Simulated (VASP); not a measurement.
# Cu2Sn2Pd (P-3m1) in VASP: notebook, part 2 of 2

VASP 6.6.1.

### 6 Single point, LDA

This run uses another cell than the first one, of 18.65 Å³/atom, 1.111 times its volume.

The input, INCAR:

```
SYSTEM = Cu2Sn2Pd
PREC = Accurate
ENCUT = 520
EDIFF = 1E-6
ISMEAR = -1
SIGMA = 0.1
LREAL = .FALSE.
LASPH = .TRUE.
NELM = 60
ALGO = Normal
ISIF = 2
LWAVE = .FALSE.
LCHARG = .FALSE.
GGA = CA
NBANDS = 38
```

The input, KPOINTS:

```
Automatic mesh
0
G
  6 6 4
  0 0 0
```

The input, POSCAR:

```
Cu2Sn2Pd
1.0
    4.4158690000      0.0000000000      0.0000000000
   -2.2079340000      3.8242550000      0.0000000000
    0.0000000000      0.0000000000      5.5218450000
Cu Sn Pd
2 2 1
Direct
    0.3333333333      0.6666666667      0.7023370000
    0.6666666667      0.3333333333      0.2976630000
    0.3333333333      0.6666666667      0.2042310000
    0.6666666667      0.3333333333      0.7957690000
    0.0000000000      0.0000000000      0.5000000000
```

Potentials or basis: VASP PAW LDA potentials, release 64 (Cu, Sn_d, Pd).

Started as:

```bash
$ cat potpaw_LDA.64/Cu/POTCAR potpaw_LDA.64/Sn_d/POTCAR potpaw_LDA.64/Pd/POTCAR > POTCAR
$ mpirun -np 1 vasp_std > vasp.out
```

OUTCAR:

```text
SYSTEM = Cu2Sn2Pd
   PREC = Accurate
   ENCUT = 520
   EDIFF = 1E-6
   ISMEAR = -1
   LREAL = .FALSE.
   LASPH = .TRUE.
   NELM = 60
   ISIF = 2
   GGA = CA

 ion  position               nearest neighbor table
   1  0.333  0.667  0.702-   4 2.60   4 2.60   4 2.60   3 2.75   3 2.77   5 2.78   5 2.78   5 2.78

   2  0.667  0.333  0.298-   3 2.60   3 2.60   3 2.60   4 2.75   4 2.77   5 2.78   5 2.78   5 2.78

   3  0.333  0.667  0.204-   2 2.60   2 2.60   2 2.60   1 2.75   1 2.77   5 3.03   5 3.03   5 3.03
                             4 3.40   4 3.40   4 3.40
   4  0.667  0.333  0.796-   1 2.60   1 2.60   1 2.60   2 2.75   2 2.77   5 3.03   5 3.03   5 3.03
                             3 3.40   3 3.40   3 3.40
   5  0.000  0.000  0.500-   1 2.78   2 2.78   1 2.78   2 2.78   2 2.78   1 2.78   3 3.03   4 3.03
                             4 3.03   3 3.03   4 3.03   3 3.03

  LATTYP: Found a hexagonal cell.
 ALAT       =     4.4158690000
 C/A-ratio  =     1.2504548935

  Lattice vectors:

 A1 = (   4.4158690000,   0.0000000000,   0.0000000000)
 A2 = (  -2.2079340000,   3.8242550000,   0.0000000000)
 A3 = (   0.0000000000,   0.0000000000,   5.5218450000)

Analysis of symmetry for initial positions (statically):
=====================================================================
 Subroutine PRICEL returns:
 Original cell was already a primitive cell.

 Routine SETGRP: Setting up the symmetry group for a
 hexagonal supercell.

 Subroutine GETGRP returns: Found 12 space group operations
 (whereof 12 operations were pure point group operations)
 out of a pool of 24 trial point group operations.

The static configuration has the point symmetry D_3d.

Analysis of symmetry for dynamics (positions and initial velocities):
=====================================================================
 Subroutine PRICEL returns:
 Original cell was already a primitive cell.

 Routine SETGRP: Setting up the symmetry group for a
 hexagonal supercell.

 Subroutine GETGRP returns: Found 12 space group operations
 (whereof 12 operations were pure point group operations)
[... 129 lines left out ...]
  Fermi-wavevector in a.u.,A,eV,Ry     =   1.413328  2.670802 27.177568  1.997495
  Thomas-Fermi vector in A             =   2.534985
   LORBIT       =      0    0 simple, 1 ext, 2 COOP (PROOUT), +10 PAW based schemes
   GGA     = CA    functional components
   LHFCALC =     F    Hartree Fock is set to
   AEXX    =    0.0000 exact exchange contribution
   IVDW    =     0    specifies the selected vdW correction
   LEPSILON=     F    determine dielectric tensor
   LRPA    =     F    only Hartree local field effects (RPA)
 non-spin polarized calculation
  energy-cutoff  :      520.00
  volume of cell :       93.25
 maximum number of plane-waves:      2547
 NGX is ok and might be reduce to    36
   NGX = 17   NGY = 17   NGZ = 21

 number of electron      59.9999988 magnetization

 Free energy of the ion-electron system (eV)
  ---------------------------------------------------
  ext. energy  EPLUGINS =         0.00000000
  ---------------------------------------------------
  free energy    TOTEN  =       -25.23053294 eV

  energy without entropy =      -25.14924741  energy(sigma->0) =      -25.18989018

 E-fermi :   7.9309     XC(G=0): -11.6056

 val. band max:        7.8902806816   @ k =   0.1667   0.0000   0.2500
 cond. band min:       7.9755961871   @ k =   0.1667   0.1667   0.2500
 fundamental gap:      0.0853155054
 Fermi energy:         7.9308811333

 k-point     1 :       0.0000    0.0000    0.0000
  band No.  band energies     occupation
      1     -13.4712      2.00000
      2     -13.4534      2.00000
      3     -13.4534      2.00000
      4     -13.4243      2.00000
      5     -13.4243      2.00000
      6     -13.4200      2.00000
[... 973 lines left out ...]
     37      15.1167      0.00000
     38      15.1468      0.00000

------------------------ aborting loop because EDIFF is reached ----------------------------------------

  FORCE on cell =-STRESS in cart. coord.  units (eV):
  Direction    XX          YY          ZZ          XY          YZ          ZX
  --------------------------------------------------------------------------------------
  -------------------------------------------------------------------------------------
  Total       -5.2059862     -5.2059869     -3.9520987     -0.0000007     -0.0000000      0.0000000
  in kB      -89.4471197    -89.4471322    -67.9033394     -0.0000117     -0.0000000      0.0000000
  external PRESSURE =     -82.2658638 kB  Pullay stress =       0.0000000 kB

 VOLUME and BASIS-vectors are now :
 -----------------------------------------------------------------------------
  energy-cutoff  :      520.00
  volume of cell :       93.25
      direct lattice vectors                 reciprocal lattice vectors
     4.415869000  0.000000000  0.000000000     0.226455993  0.130744390  0.000000000
    -2.207934000  3.824255000  0.000000000     0.000000000  0.261488839  0.000000000
     0.000000000  0.000000000  5.521845000     0.000000000  0.000000000  0.181098890

 POSITION                                       TOTAL-FORCE (eV/Angst)
 -----------------------------------------------------------------------------------
      0.00000      2.54950      3.87820         0.000000      0.000000     -0.169616
      2.20793      1.27475      1.64365        -0.000000      0.000000      0.169616
      0.00000      2.54950      1.12773        -0.000000     -0.000000      0.209490
      2.20793      1.27475      4.39411        -0.000000      0.000000     -0.209490
      0.00000      0.00000      2.76092        -0.000000      0.000000     -0.000000
 -----------------------------------------------------------------------------------
    total drift:                                0.000000     -0.000000      0.000000

  FREE ENERGIE OF THE ION-ELECTRON SYSTEM (eV)
  ---------------------------------------------------
  free  energy   TOTEN  =       -25.2305329421 eV

  energy  without entropy=      -25.1492474131  energy(sigma->0) =      -25.18989018
```

stdout:

```text
POSCAR found type information on POSCAR CuSnPd
 POSCAR found :  3 types and       5 ions
 scaLAPACK will be used
 LDA part: xc-table for (Slater(with rela. corr.)+CA(PZ))
 , standard interpolation
 POSCAR, INCAR and KPOINTS ok, starting setup
 FFT: planning ... GRIDC
 FFT: planning ... GRID_SOFT
 FFT: planning ... GRID
 WAVECAR not read
 entering main loop
```

Wall time 43 s (1 thread of Intel Xeon 6975P-C (Granite Rapids), shared host); peak memory 0.23 GiB.

Results:

```yaml
Free_energy: -25.2305 eV
Pressure: -8.2 GPa
Largest_force: 0.209 eV/Å
Band_gap_on_the_k_mesh: zero (band 30 reaches 9.30 eV, above the bottom of band 31 at 6.23 eV)
```

Forces on the atoms (eV/Å):
```
Cu   0.000  0.000 -0.170
Cu   0.000  0.000  0.170
Sn   0.000  0.000  0.209
Sn   0.000  0.000 -0.209
Pd   0.000  0.000  0.000
```

Caveat: spin-orbit coupling is left out, which moves the levels of the heavy elements.

### 7 Summary

| cell | gap on the mesh (eV) | pressure (GPa) | largest force (eV/Å) |
| --- | --- | --- | --- |
| a = 4.263, b = 4.263, c = 5.331 Å, angles 90.0, 90.0, 120.0°, 5 atoms | none | 2.1 | 0.20 |
| a = 4.303, b = 4.303, c = 5.380 Å, angles 90.0, 90.0, 120.0°, 5 atoms | none | -1.2 | 0.12 |
| a = 4.341, b = 4.341, c = 5.428 Å, angles 90.0, 90.0, 120.0°, 5 atoms | none | -4.0 | 0.14 |
| a = 4.379, b = 4.379, c = 5.475 Å, angles 90.0, 90.0, 120.0°, 5 atoms | none | -6.3 | 0.16 |
| a = 4.416, b = 4.416, c = 5.522 Å, angles 90.0, 90.0, 120.0°, 5 atoms | none | -8.2 | 0.21 |

Alike in all rows: task single point; level LDA; potentials or basis VASP PAW LDA potentials, release 64 (Cu, Sn_d, Pd); no spin polarisation; k mesh 6 × 6 × 4; cutoff (eV) 520; smearing fermi-dirac 0.1 eV.

Caveats: spin-orbit coupling is left out, which moves the levels of the heavy elements.

Absolute energies hang on the potentials; compare differences alone.
